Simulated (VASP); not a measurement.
Input of a VASP 6.6.1 run:

Contents of INCAR:

```
SYSTEM = Zn3H8S3
PREC = Accurate
ENCUT = 520
EDIFF = 1E-6
ISMEAR = 0
SIGMA = 0.05
LREAL = Auto
LASPH = .TRUE.
NELM = 60
ALGO = Normal
ISIF = 2
LWAVE = .FALSE.
LCHARG = .FALSE.
GGA = PE
NBANDS = 82
```

The input KPOINTS:

```
Automatic mesh
0
G
  1 1 6
  0 0 0
```

File POSCAR:

```
Zn3H8S3
1.0
   16.0000000000      0.0000000000      0.0000000000
    0.0000000000     16.5000000000      0.0000000000
    0.0000000000      0.0000000000      5.4762622372
Zn S H
6 6 16
Direct
    0.5827786683      0.5000000000      0.7500000000
    0.5774996467      0.3297697739      0.2598882692
    0.5774996467      0.6702302261      0.2401117308
    0.4172213317      0.5000000000      0.2500000000
    0.4225003533      0.3297697739      0.7401117308
    0.4225003533      0.6702302261      0.7598882692
    0.5000000000      0.4162806413      0.0000000000
    0.5000000000      0.5837193587      0.5000000000
    0.3352698374      0.4054658431      0.4708738369
    0.6647301626      0.4054658431      0.5291261631
    0.3352698374      0.5945341569      0.0291261631
    0.6647301626      0.5945341569     -0.0291261631
    0.5688590326      0.2372562542      0.2702657427
    0.7615933179      0.2747311177      0.0634527028
    0.5688590326      0.7627437458      0.2297342573
    0.7615933179      0.7252688823      0.4365472972
    0.3033081878      0.4587777202      0.6333705111
    0.2368763553      0.2986292746      0.0533217148
    0.6966918122      0.4587777202      0.3666294889
    0.7631236447      0.2986292746      0.9466782852
    0.4311409674      0.2372562542      0.7297342573
    0.2384066821      0.2747311177      0.9365472972
    0.4311409674      0.7627437458      0.7702657427
    0.2384066821      0.7252688823      0.5634527028
    0.3033081878      0.5412222798      0.8666294889
    0.2368763553      0.7013707254      0.4466782852
    0.6966918122      0.5412222798      0.1333705111
    0.7631236447      0.7013707254      0.5533217148
```

Potentials or basis: VASP PAW PBE potentials, release 64 (Zn, S, H).

Command:

```console
$ cat potpaw_PBE.64/Zn/POTCAR potpaw_PBE.64/S/POTCAR potpaw_PBE.64/H/POTCAR > POTCAR
$ mpirun -np 1 vasp_std > vasp.out
```

(1) What does it give for the band gap on the k mesh?

(2) Predict the largest force.

Results:

(1) 3.64 eV (least direct gap 3.68 eV).

(2) 0.073 eV/Å.
